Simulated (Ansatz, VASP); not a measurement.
**One calculation of WS2, two programs**

Contents of INCAR:

```
ALGO     = Normal         # electronic algorithm
EDIFF    = 1E-7           # SCF threshold, eV
ENCUT    = 520            # plane-wave cutoff, eV
GGA      = PS             # functional
ISIF     = 2              # what is computed and relaxed
ISMEAR   = 0              # smearing method
IVDW     = 12             # dispersion correction
LASPH    = T              # aspherical terms in the spheres
LCHARG   = F              # write CHGCAR
LREAL    = F              # projectors in reciprocal space
LWAVE    = F              # write WAVECAR
NBANDS   = 20             # bands
NELM     = 100            # most SCF steps
PREC     = Accurate       # precision mode
SIGMA    = 0.05           # smearing width, eV
```

The input KPOINTS:

```
k-points
0
Gamma
  12 12 12
```

The input POSCAR:

```
WS2
1.0
    1.5602910595      0.9008344632      5.8426271004
   -1.5602910595      0.9008344632      5.8426271004
    0.0000000000     -1.8016689264      5.8426271004
W S
1 2
Direct
    0.9993605138      0.9993605138      0.9993605138
    0.7554704513      0.7554704513      0.7554704513
    0.5764690349      0.5764690349      0.5764690349
```

Input for Ansatz:

```yaml
crystal:
  lattice:
    - [1.5602910595, 0.9008344632, 5.8426271004]
    - [-1.5602910595, 0.9008344632, 5.8426271004]
    - [0.0, -1.8016689264, 5.8426271004]
  atoms:
    - { symbol: W, position: [0.9993605138, 0.9993605138, 0.9993605138] }
    - { symbol: S, position: [0.7554704513, 0.7554704513, 0.7554704513] }
    - { symbol: S, position: [0.5764690349, 0.5764690349, 0.5764690349] }
basis:
  ecutwfc: 420
kpoints:
  mp_grid: { grid: [12, 12, 12] }
hamiltonian:
  xc: pbesol
  pseudopotentials: { kind: paw, azcp: { folder: soft_1 } }
  dispersion: d3bj
scf:
  occupations: { method: gaussian, width: 0.05 }
output:
  forces: true
  stress: true
  eigenvalues: true
  write_density: true
  write_potential: true
  elf: true
  volumetric_format: npy
```

Alike in both runs: task single point; functional PBEsol; dispersion D3(BJ); k mesh 12 × 12 × 12; occupations gaussian, width 0.05 eV; no spin polarisation.

```csv
,VASP,Ansatz
version,VASP 6.6.1,Ansatz 0.2.0
potentials or method,"VASP PAW PBE potentials, release 64 (W_sv, S), cutoff 520 eV","scalar-relativistic, plane waves, PAW"
valence electrons in the cell,26,26
```

Ansatz gave:

| Quantity | Value |
| --- | --- |
| gap on the k mesh at the Fermi level (eV) | 0.70 |
| least direct gap on the mesh (eV) | 2.03 |
| pressure (GPa) | 0.0 |
| rms of the force components (eV/Å) | 0.001 |

**Question.** What did VASP give for the same quantities?

**Answer.** gap on the k mesh at the Fermi level (eV): 0.72; least direct gap on the mesh (eV): 2.03; pressure (GPa): 0.1; rms of the force components (eV/Å): 0.008.

VASP's potentials were made for PBE, not for PBEsol, and Ansatz warns of the same on its side. Atom by atom the forces differ by 0.008 eV/Å (rms over components).

Spin-orbit coupling is off throughout.
